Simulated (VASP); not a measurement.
**FeO: single point with LDA+U**

Crystal: FeO.

```
Fe O
1.0
    -1.60210    1.60210    2.08339
     1.60210   -1.60210    2.08339
     1.60210    1.60210   -2.08339
Fe O
1 1
Direct
  0.00000 0.00000 0.00000
  0.50000 0.50000 0.00000
```

* Program: VASP 6.6.1
* Task: single point
* Functional: LDA
* Potentials or basis: VASP PAW LDA potentials, release 64 (Fe, O)
* Cutoff: 520 eV
* k mesh: 12 × 12 × 12
* Occupations: fermi-dirac, width 0.05 eV
* Spin: collinear spin, ferromagnetic start
* Starting moments: [3.0, 0.0] μB
* Hubbard terms: Fe d U = 4.0 eV
* Dipole correction: no
* k mesh for the DOS: 18 × 18 × 18
* Occupations for the DOS: tetrahedron
* Further INCAR settings: ALGO = Normal; EDIFF = 1e-06; NBANDS = 18

| Property | Result |
| --- | --- |
| Net moment | 4.01 μB per cell |
| Site moments | Fe +3.78; O +0.21 μB |
| Valence electrons inside the program's atomic spheres | Fe 6.69; O 4.94 |

Levels at points of the mesh, in eV from the Fermi level:
Spin up:
```tsv
k point	band 6	band 7	band 8	band 9	band 10	band 11	band 12	band 13
(0.00, 0.00, 0.00)	-5.99	-3.95	-3.73	-3.73	-0.50	14.72	14.72	14.77
(0.50, 0.00, 0.00)	-5.34	-4.36	-2.02	-1.42	3.40	7.40	10.60	12.58
(0.50, 0.50, 0.00)	-5.24	-5.06	-5.05	-4.60	4.30	7.55	9.31	13.05
(0.50, 0.50, 0.50)	-5.12	-5.11	-5.11	-5.05	4.36	8.22	8.62	12.79
```
Spin down:
```tsv
k point	band 2	band 3	band 4	band 5	band 6	band 7	band 8	band 9
(0.00, 0.00, 0.00)	-3.55	-3.30	-3.30	-0.92	-0.92	-0.24	-0.13	0.62
(0.50, 0.00, 0.00)	-7.87	-4.92	-4.88	0.36	0.36	0.64	2.61	3.26
(0.50, 0.50, 0.00)	-6.88	-4.64	-4.15	-2.03	0.60	0.89	1.13	1.68
(0.50, 0.50, 0.50)	-6.64	-4.67	-4.67	-1.71	0.52	0.52	1.31	1.70
```

Eigenvalues of the final occupation matrices:
| site | spin | trace | eigenvalues |
| --- | --- | --- | --- |
| site 1 d | 1 | 4.91 | 0.96 0.97 0.97 1.00 1.01 |
| site 1 d | 2 | 1.17 | 0.10 0.13 0.22 0.36 0.36 |

Wall time 8.2 min on 1 thread of Intel Xeon 8259CL, with other jobs on the host, peak memory 0.41 GiB.

Caveat: a cell with one magnetic atom can't hold antiferromagnetic order, which such compounds often take. The state reached can hang on the start; a lower one may exist.
